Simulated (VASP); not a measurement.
# Al2O3 (Al2O3 (R-3c)) (R-3c) in VASP: single point with PBE

Aim: the single point of Al2O3 (Al2O3 (R-3c)) with PBE.

Everything below comes from runs of VASP 6.6.1. Logs are shortened: lines on timing, memory, paths and dates and some standing lists are left out, and cuts for length are marked.

## Step 1: The cell of the first run

The structure is trigonal, space group R-3c (No. 167). The conventional cell has a = 4.808 Å, b = 4.808 Å, c = 13.123 Å, α = 90.00°, β = 90.00°, γ = 120.00°. Al (site symmetry 3) has 6 O at 1.87 to 1.99 Å within 2.5 Å. O (site symmetry 2) has 4 Al at 1.87 to 1.99 Å within 2.5 Å.

## Step 2: Single point, PBE

The input, INCAR:

```
  ALGO = Normal
  EDIFF = 1E-6
  ENCUT = 520
  GGA = PE
  ISIF = 2
  ISMEAR = -1
  LASPH = T
  LCHARG = T
  LELF = T
  LREAL = F
  LVHAR = T
  LWAVE = F
  NBANDS = 35
  NELM = 100
  PREC = Accurate
  SIGMA = 0.01
```

The input, KPOINTS:

```
k-points
0
Gamma
  7 7 7
```

The input, POSCAR:

```
Al2O3
1.0
    2.4039417622      1.3879164235      4.3742070937
   -2.4039417622      1.3879164235      4.3742070937
    0.0000000000     -2.7758328471      4.3742070937
Al O
4 6
Direct
    0.6478877112      0.6478877093      0.6478877093
    0.8521122915      0.8521122891      0.8521122891
    0.1478877103      0.1478877098      0.1478877098
    0.3521122906      0.3521122896      0.3521122896
    0.4438508605      0.0561491400      0.7499999994
    0.9438508606      0.2499999995      0.5561491396
    0.0561491412      0.7499999995      0.4438508594
    0.7500000005      0.4438508593      0.0561491399
    0.2500000013      0.5561491397      0.9438508591
    0.5561491413      0.9438508590      0.2499999996
```

Potentials or basis: VASP PAW PBE potentials, release 64 (Al, O).

The run is started by

```sh
> cat potpaw_PBE.64/Al/POTCAR potpaw_PBE.64/O/POTCAR > POTCAR
> mpirun -np 1 vasp_std > vasp.out
```

OUTCAR:

```text
EDIFF = 1E-6
   ENCUT = 520
   GGA = PE
   ISIF = 2
   ISMEAR = -1
   LASPH = T
   LREAL = F
   NELM = 100
   PREC = Accurate

 ion  position               nearest neighbor table
   1  0.648  0.648  0.648-   6 1.87  10 1.87   9 1.87   7 1.99   8 1.99   5 1.99   2 2.68   4 2.82
                             4 2.82   4 2.82   2 3.25   2 3.25   2 3.25
   2  0.852  0.852  0.852-   9 1.87   6 1.87  10 1.87   7 1.99   8 1.99   5 1.99   1 2.68   3 2.82
                             3 2.82   3 2.82   1 3.25   1 3.25   1 3.25
   3  0.148  0.148  0.148-   8 1.87   7 1.87   5 1.87   6 1.99   9 1.99  10 1.99   4 2.68   2 2.82
                             2 2.82   2 2.82   4 3.25   4 3.25   4 3.25
   4  0.352  0.352  0.352-   8 1.87   5 1.87   7 1.87   9 1.99   6 1.99  10 1.99   3 2.68   1 2.82
                             1 2.82   1 2.82   3 3.25   3 3.25   3 3.25
   5  0.444  0.056  0.750-   4 1.87   3 1.87   1 1.99   2 1.99
   6  0.944  0.250  0.556-   1 1.87   2 1.87   3 1.99   4 1.99
   7  0.056  0.750  0.444-   4 1.87   3 1.87   2 1.99   1 1.99
   8  0.750  0.444  0.056-   3 1.87   4 1.87   1 1.99   2 1.99
   9  0.250  0.556  0.944-   1 1.87   2 1.87   4 1.99   3 1.99
  10  0.556  0.944  0.250-   1 1.87   2 1.87   4 1.99   3 1.99

  LATTYP: Found a trigonal (rhomboedric) cell.
 ALAT       =     5.1806308200
 COS(alpha) =     0.5693617614

  Lattice vectors:

 A1 = (   2.4039417622,   1.3879164235,   4.3742070937)
 A2 = (  -2.4039417622,   1.3879164235,   4.3742070937)
 A3 = (   0.0000000000,  -2.7758328471,   4.3742070937)

Analysis of symmetry for initial positions (statically):
=====================================================================
 Subroutine PRICEL returns:
 Original cell was already a primitive cell.

 Routine SETGRP: Setting up the symmetry group for a
 trigonal (rhombohedral) supercell.

 Subroutine GETGRP returns: Found 12 space group operations
 (whereof  6 operations were pure point group operations)
 out of a pool of 12 trial point group operations.

The static configuration has the point symmetry S_6 .
 The point group associated with its full space group is D_3d.

Analysis of symmetry for dynamics (positions and initial velocities):
=====================================================================
 Subroutine PRICEL returns:
 Original cell was already a primitive cell.

 Routine SETGRP: Setting up the symmetry group for a
 trigonal (rhombohedral) supercell.

 Subroutine GETGRP returns: Found 12 space group operations
 (whereof  6 operations were pure point group operations)
 out of a pool of 12 trial point group operations.

The dynamic configuration has the point symmetry S_6 .
 The point group associated with its full space group is D_3d.

 Subroutine INISYM returns: Found 12 space group operations
 (whereof  6 operations are pure point group operations),
 and found     1 'primitive' translations

----------------------------------------------------------------------------------------

                                     Primitive cell

  volume of cell :      87.5665

  direct lattice vectors                    reciprocal lattice vectors
     2.403941762  1.387916424  4.374207094     0.207991728  0.120084080  0.076204287
    -2.403941762  1.387916424  4.374207094    -0.207991728  0.120084080  0.076204287
     0.000000000 -2.775832847  4.374207094     0.000000000 -0.240168160  0.076204287

  length of vectors
     5.180630820  5.180630820  5.180630820     0.251967931  0.251967931  0.251967931

  position of ions in fractional coordinates (direct lattice)
     0.647887711  0.647887709  0.647887709
     0.852112291  0.852112289  0.852112289
     0.147887710  0.147887710  0.147887710
     0.352112291  0.352112290  0.352112290
     0.443850860  0.056149140  0.749999999
     0.943850861  0.249999999  0.556149140
     0.056149141  0.749999999  0.443850859
     0.750000001  0.443850859  0.056149140
     0.250000001  0.556149140  0.943850859
     0.556149141  0.943850859  0.250000000

  ion indices of the primitive-cell ions
   primitive index   ion index
                 1           1
                 2           2
                 3           3
                 4           4
                 5           5
                 6           6
                 7           7
                 8           8
                 9           9
                10          10

----------------------------------------------------------------------------------------

 KPOINTS: k-points

Automatic generation of k-mesh.
 Grid dimensions read from file:
 generate k-points for:    7    7    7

 Generating k-lattice:

  Cartesian coordinates                     Fractional coordinates (reciprocal lattice)
     0.029713104  0.017154869  0.010886327     0.142857143  0.000000000 -0.000000000
    -0.029713104  0.017154869  0.010886327     0.000000000  0.142857143 -0.000000000
     0.000000000 -0.034309737  0.010886327    -0.000000000 -0.000000000  0.142857143

  Length of vectors
     0.035995419  0.035995419  0.035995419

  Shift w.r.t. Gamma in fractional coordinates (k-lattice)
     0.000000000  0.000000000  0.000000000

 Subroutine IBZKPT returns following result:
 ===========================================

 Found     44 irreducible k-points:

 Following reciprocal coordinates:
            Coordinates               Weight
  0.000000  0.000000  0.000000      1.000000
  0.142857 -0.000000  0.000000      6.000000
  0.285714 -0.000000  0.000000      6.000000
  0.428571 -0.000000 -0.000000      6.000000
  0.142857  0.142857  0.000000      6.000000
  0.285714  0.142857  0.000000     12.000000
[... 16 lines left out ...]
  0.285714  0.285714  0.142857      6.000000
  0.428571  0.285714  0.142857     12.000000
 [... further k-points ...]
   k-points           NKPTS =     44   k-points in BZ     NKDIM =     44   number of bands    NBANDS=     35
   number of dos      NEDOS =    301   number of ions     NIONS =     10
   total plane-waves  NPLWV =  64000
   dimension x,y,z NGX =    40 NGY =   40 NGZ =   40
   dimension x,y,z NGXF=    80 NGYF=   80 NGZF=   80
   ions per type =               4   6
   NGX,Y,Z   is equivalent  to a cutoff of  12.84, 12.84, 12.84 a.u.
   NGXF,Y,Z  is equivalent  to a cutoff of  25.67, 25.67, 25.67 a.u.
 SYSTEM =  unknown system
   PREC   = accura    normal or accurate (medium, high low for compatibility)
   ISTART =      0    job   : 0-new  1-cont  2-samecut
   ICHARG =      2    charge: 1-file 2-atom 10-const
   ISPIN  =      1    spin polarized calculation?
   LNONCOLLINEAR =      F non collinear calculations
   LSORBIT =      F    spin-orbit coupling
   LASPH  =      T    aspherical Exc in radial PAW
   ENCUT  =  520.0 eV  38.22 Ry    6.18 a.u.   9.63  9.63  9.63*2*pi/ulx,y,z
   NELM   =    100;   NELMIN=  2; NELMDL= -5     # of ELM steps
   EDIFF  = 0.1E-05   stopping-criterion for ELM
   LREAL  =      F    real-space projection
   EDIFFG = 0.1E-04   stopping-criterion for IOM
   NSW    =      0    number of steps for IOM
   IBRION =     -1    ionic relax: 0-MD 1-quasi-New 2-CG
   NFREE  =      0    steps in history (QN), initial steepest desc. (CG)
   ISIF   =      2    stress and relaxation
   ISYM   =      2    0-nonsym 1-usesym 2-fastsym
   POTIM  = 0.5000    time-step for ionic-motion
   TEBEG  =    0.0;   TEEND  =   0.0 temperature during run
   PSTRESS=    0.0 pullay stress
   NELECT =      48.0000    total number of electrons
   NUPDOWN=      -1.0000    fix difference up-down
   EMIN   =  10.00;   EMAX   =-10.00  energy-range for DOS
   EFERMI =   0.00;   METHOD = LEGACY
   ISMEAR =    -1;   SIGMA  =   0.01  broadening in eV -4-tet -1-fermi 0-gaus
   EFERMI_NEDOS =   21; number of points for ismear=-14 and -15
   IALGO  =     38    algorithm
   IMIX   =      4    mixing-type and parameters
     AMIX     =   0.40;   BMIX     =  1.00
     AMIX_MAG =   1.60;   BMIX_MAG =  1.00
  volume/ion in A,a.u.               =       8.76        59.09
  Fermi-wavevector in a.u.,A,eV,Ry     =   1.339808  2.531870 24.423627  1.795086
  Thomas-Fermi vector in A             =   2.468171
   LORBIT       =      0    0 simple, 1 ext, 2 COOP (PROOUT), +10 PAW based schemes
   GGA     = PE    functional components
   LHFCALC =     F    Hartree Fock is set to
   AEXX    =    0.0000 exact exchange contribution
   IVDW    =     0    specifies the selected vdW correction
   LEPSILON=     F    determine dielectric tensor
   LRPA    =     F    only Hartree local field effects (RPA)
 non-spin polarized calculation
  energy-cutoff  :      520.00
  volume of cell :       87.57
 maximum number of plane-waves:      2379
   NGX = 19   NGY = 19   NGZ = 19

 number of electron      48.0000008 magnetization

 Free energy of the ion-electron system (eV)
  ---------------------------------------------------
  ext. energy  EPLUGINS =         0.00000000
  ---------------------------------------------------
  free energy    TOTEN  =       -74.81216313 eV

  energy without entropy =      -74.81216313  energy(sigma->0) =      -74.81216313

 E-fermi :   6.0529     XC(G=0): -11.5400

 val. band max:        5.8028463322   @ k =   0.0000   0.0000   0.0000
 cond. band min:      11.6569700914   @ k =   0.0000   0.0000   0.0000
 fundamental gap:      5.8541237592
 Fermi energy:         6.0528631873

 k-point     1 :       0.0000    0.0000    0.0000
  band No.  band energies     occupation
      1     -13.2127      2.00000
      2     -10.9910      2.00000
      3     -10.7271      2.00000
      4     -10.7271      2.00000
      5     -10.4201      2.00000
      6     -10.4201      2.00000
[... 27 lines left out ...]
     34      18.9561      0.00000
     35      20.1500      0.00000
[... 843 lines left out ...]
      5     -10.6310      2.00000
      6     -10.3701      2.00000
[... 27 lines left out ...]
     34      19.1287      0.00000
     35      19.4211      0.00000

 [... further k-points ...]

------------------------ aborting loop because EDIFF is reached ----------------------------------------

  FORCE on cell =-STRESS in cart. coord.  units (eV):
  Direction    XX          YY          ZZ          XY          YZ          ZX
  --------------------------------------------------------------------------------------
  -------------------------------------------------------------------------------------
  Total       -0.0134313     -0.0134313     -0.0431533      0.0000000      0.0000000      0.0000000
  in kB       -0.2457493     -0.2457493     -0.7895637      0.0000000      0.0000000      0.0000000
  external PRESSURE =      -0.4270208 kB  Pullay stress =       0.0000000 kB

 VOLUME and BASIS-vectors are now :
 -----------------------------------------------------------------------------
  energy-cutoff  :      520.00
  volume of cell :       87.57
      direct lattice vectors                 reciprocal lattice vectors
     2.403941762  1.387916424  4.374207094     0.207991728  0.120084080  0.076204287
    -2.403941762  1.387916424  4.374207094    -0.207991728  0.120084080  0.076204287
     0.000000000 -2.775832847  4.374207094     0.000000000 -0.240168160  0.076204287

 POSITION                                       TOTAL-FORCE (eV/Angst)
 -----------------------------------------------------------------------------------
      0.00000      0.00000      8.50199        -0.000000      0.000000     -0.010667
      0.00000      0.00000     11.18195        -0.000000     -0.000000      0.010667
      0.00000      0.00000      1.94067        -0.000000      0.000000     -0.010667
      0.00000      0.00000      4.62064        -0.000000     -0.000000      0.010667
      0.93201     -1.38792      5.46776        -0.003699     -0.000000      0.000000
      1.66798      0.11319      7.65486        -0.001849     -0.003203      0.000000
     -1.66798     -0.11319      5.46776         0.001849      0.003203      0.000000
      0.73596      1.50110      5.46776         0.001849     -0.003203      0.000000
     -0.73596     -1.50110      7.65486        -0.001849      0.003203      0.000000
     -0.93201      1.38792      7.65486         0.003699     -0.000000     -0.000000
 -----------------------------------------------------------------------------------
    total drift:                               -0.000020     -0.000011     -0.000002

  FREE ENERGIE OF THE ION-ELECTRON SYSTEM (eV)
  ---------------------------------------------------
  free  energy   TOTEN  =       -74.8121631277 eV

  energy  without entropy=      -74.8121631277  energy(sigma->0) =      -74.81216313
```

Wall time 4.9 min (1 thread of AMD EPYC 7R13, shared host); peak memory 0.25 GiB.

What came out:

```yaml
Free_energy: -74.8122 eV
Pressure: 0.0 GPa
Largest_force: 0.011 eV/Å
Band_gap_on_the_k_mesh: 5.85 eV, direct
```

Forces on the atoms (eV/Å):
```
Al   0.000  0.000 -0.011
Al   0.000  0.000  0.011
Al   0.000  0.000 -0.011
Al   0.000  0.000  0.011
O   -0.004  0.000  0.000
O   -0.002 -0.003  0.000
O    0.002  0.003  0.000
O    0.002 -0.003  0.000
O   -0.002  0.003  0.000
O    0.004  0.000  0.000
```

Levels at points of the mesh, in eV from the valence-band top:
```
           k point  band 22  band 23  band 24  band 25  band 26  band 27
(0.00, 0.00, 0.00)    -0.03    -0.03     0.00     5.85     8.91    10.37
```
